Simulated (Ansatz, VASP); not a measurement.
## As in VASP and in Ansatz

```
As
1.0
     5.08236    0.00000    0.00000
     0.00000    5.08236    0.00000
     0.00000    0.00000    2.99889
As
4
Direct
  0.78744 0.78744 0.00000
  0.21256 0.21256 0.00000
  0.71256 0.28744 0.50000
  0.28744 0.71256 0.50000
```

Alike in both runs: functional PBE; k mesh 4 × 4 × 6; occupations gaussian, width 0.1 eV; no spin polarisation.

Ansatz relaxed the structure, and its values are those at the end. VASP's run is a single point on that final structure, the one shown.

```csv
,VASP,Ansatz
version,VASP 6.6.1,Ansatz 0.2.0
potentials or method,"VASP PAW PBE potentials, release 64 (As), cutoff 520 eV","scalar-relativistic, plane waves, PAW"
valence electrons in the cell,20,60
```

```tsv
	VASP	Ansatz	Ansatz less VASP
gap on the k mesh at the Fermi level (eV)	none	none	-
pressure (GPa)	0.0	-0.1	-0.07
rms of the force components (eV/Å)	0.017	0.017	+0.0001
```

A gap of «none» marks a metal or a gap that the smearing closes. With one functional, cell and mesh, what is left measures potentials, basis and numerics. VASP's potentials hold 20 valence electrons a cell and Ansatz's 60, so a difference there can come from the potentials and not from the codes.
